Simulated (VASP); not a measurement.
Wanted: the native input for a VASP 6.6.1 run.

```
Task                   : single point
Functional             : PBE
Potentials or basis    : VASP PAW PBE potentials, release 64 (Ti_sv)
Cutoff                 : 520 eV
k mesh                 : 3 × 3 × 2
Occupations            : fermi-dirac, width 0.1 eV
Spin                   : no spin polarisation
Dipole correction      : no
Further INCAR settings : ALGO = Normal; EDIFF = 1e-06; NBANDS = 19
```

The structure of Ti lies in POSCAR:

```
Ti
1.0
    2.9390756844      0.0000000000      0.0000000000
   -1.4695378422      2.5453142064      0.0000000000
    0.0000000000      0.0000000000      4.6559893251
Ti
2
Direct
    0.3333333333      0.6666666667      0.2500000000
    0.6666666667      0.3333333333      0.7500000000
```

The input as run:

INCAR

```
ALGO = Normal
EDIFF = 1E-6
ENCUT = 520
GGA = PE
ISIF = 2
ISMEAR = -1
LASPH = T
LCHARG = F
LREAL = F
LWAVE = F
NBANDS = 19
NELM = 60
PREC = Accurate
SIGMA = 0.1
```

KPOINTS

```
k-points
0
Gamma
  3 3 2
```

Potentials or basis: VASP PAW PBE potentials, release 64 (Ti_sv).

The run is started by

```bash
$ cat potpaw_PBE.64/Ti_sv/POTCAR > POTCAR
$ mpirun -np 1 vasp_std > vasp.out
```

It gave:

The pressure is -1.5 GPa and the band gap on the k mesh is zero (band 12 reaches 9.10 eV, above the bottom of band 13 at 8.11 eV).

Caveat: the k points lie up to 0.82 Å⁻¹ apart.

Run time: 7.9 s on 1 thread of Intel Xeon 6975P-C, on a shared host, peak memory 0.15 GiB.
